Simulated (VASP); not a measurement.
# CaB2: single point with PBE

System: CaB2.

```xyz
3
Lattice="3.2264 0.0000 0.0000 -1.6132 2.7942 0.0000 0.0000 0.0000 5.0674" Properties=species:S:1:pos:R:3 pbc="T T T"
Ca    0.0000    0.0000    0.0000
B     0.0000    1.8628    2.0337
B     1.6132    0.9314    2.0337
```

```json
{
 "Program": "VASP 6.6.1",
 "Task": "single point",
 "Functional": "PBE",
 "Potentials or basis": "VASP PAW PBE potentials, release 64 (Ca_sv, B)",
 "Cutoff": "520 eV",
 "k mesh": "6 × 6 × 4",
 "Occupations": "fermi-dirac, width 0.15 eV",
 "Spin": "no spin polarisation",
 "Dipole correction": "no",
 "Further INCAR settings": "ALGO = Normal; EDIFF = 1e-06; NBANDS = 15"
}
```

* Largest force: 0.444 eV/Å
* Band gap on the k mesh: zero (bands 8 and 9 overlap by 1.45 eV)

Forces in eV/Å, atoms in the order of the input:
```
Ca   0.000  0.000 -0.444
B    0.000  0.000  0.222
B    0.000  0.000  0.222
```

Levels at points of the mesh, in eV from the Fermi level:
| k point | band 5 | band 6 | band 7 | band 8 | band 9 | band 10 | band 11 | band 12 |
| --- | --- | --- | --- | --- | --- | --- | --- | --- |
| (0.00, 0.00, 0.00) | -10.05 | -2.98 | -1.10 | 0.66 | 0.66 | 3.76 | 3.76 | 4.59 |
| (0.50, 0.00, 0.00) | -6.88 | -5.94 | -1.20 | -1.20 | 0.04 | 2.90 | 3.21 | 4.72 |
| (0.00, 0.00, 0.50) | -9.74 | -4.59 | 0.78 | 0.78 | 1.08 | 3.49 | 3.49 | 4.45 |
| (0.50, 0.00, 0.50) | -7.02 | -5.69 | -1.32 | -0.79 | -0.66 | 2.75 | 3.19 | 5.37 |

Run time: 25 s on 1 thread of AMD EPYC 7R43 64-Core Processor (Zen 3) (shared host), peak memory 0.13 GiB.

Caveat: the k points lie up to 0.37 Å⁻¹ apart, too coarse for converged energies and pressures of a metal.
